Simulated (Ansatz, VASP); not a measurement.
## Mg4CdS3 in VASP and in Ansatz

```xyz
8
Lattice="5.4362 0.0000 0.0000 0.0000 5.4362 0.0000 0.0000 0.0000 5.4362" Properties=species:S:1:pos:R:3 pbc="T T T"
Mg    2.7181    0.0000    0.0000
Mg    2.7181    2.7181    2.7181
Mg    0.0000    0.0000    2.7181
Mg    0.0000    2.7181    0.0000
Cd    0.0000    0.0000    0.0000
S     0.0000    2.7181    2.7181
S     2.7181    0.0000    2.7181
S     2.7181    2.7181    0.0000
```

Change from the starting cell: species swapped into the Mg3ZnO4 type (Pm-3m, No. 221).

Alike in both runs: functional PBE; k mesh 3 × 3 × 3; occupations gaussian, width 0.2 eV; no spin polarisation.

Ansatz relaxed the structure, and its values are those at the end. VASP's run is a single point on that final structure, the one shown.

```csv
,VASP,Ansatz
version,VASP 6.6.1,Ansatz 0.2.0
potentials or method,"VASP PAW PBE potentials, release 64 (Mg, Cd, S), cutoff 600 eV","scalar-relativistic, plane waves, PAW"
valence electrons in the cell,38,78
```

VASP gave:

* gap on the k mesh at the Fermi level (eV): none
* pressure (GPa): -0.2

Question: What did Ansatz give for the same quantities?

Answer: gap on the k mesh at the Fermi level (eV): none; pressure (GPa): -0.1.

A gap of «none» marks a metal or a gap that the smearing closes. VASP's potentials hold 38 valence electrons a cell and Ansatz's 78, so a difference there can come from the potentials and not from the codes.

The k mesh is coarse, so the values compare programs but aren't converged.
